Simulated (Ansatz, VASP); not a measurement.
# Two plane-wave programs on WS2

Contents of POSCAR:

```
WS2
1.0
    3.1835163552      0.0000000000      0.0000000000
   -1.5917581776      2.7570060369      0.0000000000
    0.0000000000      0.0000000000     17.4590952267
W S
1 2
Direct
    0.3333333333      0.6666666667      0.0000000000
    0.6666666667      0.3333333333      0.9079994900
    0.6666666667      0.3333333333      0.0920005100
```

The input INCAR.step1:

```
PREC = Accurate
ENCUT = 520
ISMEAR = 0
SIGMA = 0.05
LREAL = F
LASPH = T
NELM = 60
NBANDS = 20
GGA = PE
ALGO = Normal
EDIFF = 1E-4
LWAVE = T
LCHARG = F
```

File INCAR.step2:

```
PREC = Accurate
ENCUT = 520
EDIFF = 1E-6
ISMEAR = 0
SIGMA = 0.05
LREAL = F
LASPH = T
NELM = 60
ALGO = Normal
ISIF = 2
LWAVE = F
LCHARG = F
METAGGA = R2SCAN
LMIXTAU = T
NBANDS = 20
ISTART = 1
```

The input KPOINTS:

```
Automatic mesh
0
Gamma
  12 12 2
```

Input for Ansatz:

```yaml
crystal:
  lattice:
    - [3.1835163552, 0.0, 0.0]
    - [-1.5917581776, 2.7570060369, 0.0]
    - [0.0, 0.0, 17.4590952267]
  atoms:
    - { symbol: W, position: [0.3333333333, 0.6666666667, 0.0] }
    - { symbol: S, position: [0.6666666667, 0.3333333333, 0.90799949] }
    - { symbol: S, position: [0.6666666667, 0.3333333333, 0.09200051] }
basis:
  ecutwfc: 500
kpoints:
  mp_grid: { grid: [12, 12, 2] }
hamiltonian:
  xc: r2scan
scf:
  occupations: { method: gaussian, width: 0.05 }
output:
  forces: true
  stress: true
  eigenvalues: true
```

Change from the starting cell: strain +0.0300 x Voigt [0, 0, 1, 0, 0, 0], atoms carried along.

Alike in both runs: task single point; functional r2SCAN; k mesh 12 × 12 × 2; occupations gaussian, width 0.05 eV; no spin polarisation.

```csv
,VASP,Ansatz
version,VASP 6.6.1,Ansatz 0.2.0
potentials or method,"VASP PAW PBE potentials, release 64 (W_sv, S), cutoff 520 eV","scalar-relativistic, plane waves, PAW"
valence electrons in the cell,26,26
```

VASP gave:

```
gap on the k mesh at the Fermi level (eV) : 2.03
least direct gap on the mesh (eV)         : 2.03
rms of the force components (eV/Å)        : 0.433
```

**Question.** What did Ansatz give for the same quantities?

**Answer.** gap on the k mesh at the Fermi level (eV): 2.03; least direct gap on the mesh (eV): 2.03; rms of the force components (eV/Å): 0.443.

VASP's potentials were made for PBE, not for r2SCAN. Atom by atom the forces differ by 0.010 eV/Å (rms over components). With one functional, cell and mesh, what is left measures potentials, basis and numerics.

Spin-orbit coupling is off throughout.
